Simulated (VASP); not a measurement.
Set up this calculation in VASP 6.6.1, as the native input.

```
Task                   : single point
Functional             : LDA
Potentials or basis    : VASP PAW LDA potentials, release 64 (Ni)
Cutoff                 : 520 eV
k mesh                 : 5 × 5 × 3
Occupations            : fermi-dirac, width 0.1 eV
Spin                   : collinear spin, ferromagnetic start
Starting moments       : [1.5, 1.5] μB
Dipole correction      : no
Further INCAR settings : ALGO = Normal; EDIFF = 1e-06; NBANDS = 21
```

The structure of Ni lies in POSCAR:

```
Ni
1.0
    2.4480230000      0.0000000000      0.0000000000
   -1.2240110000      2.1200500000      0.0000000000
    0.0000000000      0.0000000000      4.0728080000
Ni
2
Direct
    0.3333333333      0.6666666667      0.2500000000
    0.6666666667      0.3333333333      0.7500000000
```

These files were run (other wordings do the same):

INCAR

```
PREC = Accurate
ENCUT = 520
EDIFF = 1E-6
ISMEAR = -1
SIGMA = 0.1
LREAL = F
LASPH = T
NELM = 150
ALGO = Normal
ISIF = 2
LWAVE = F
LCHARG = T
ISPIN = 2
MAGMOM = 1.5 1.5
LORBIT = 11
LMAXMIX = 4
GGA = CA
LELF = T
LVHAR = T
NBANDS = 21
```

KPOINTS

```
regular mesh
0
Gamma
  5 5 3
```

Potentials or basis: VASP PAW LDA potentials, release 64 (Ni).

Run with:

```console
$ cat potpaw_LDA.64/Ni/POTCAR > POTCAR
$ mpirun -np 1 vasp_std > vasp.out
```

It gave:

```
Pressure                                              : -9.5 GPa
Net moment                                            : 1.48 μB per cell
Site moments                                          : Ni +0.74 μB
Valence electrons inside the program's atomic spheres : Ni 9.37
```

Caveat: the k points lie up to 0.59 Å⁻¹ apart.

Wall time 5.3 s on 1 thread of Intel(R) Xeon(R) 6975P-C (Granite Rapids), with other jobs on the host, peak memory 0.12 GiB.
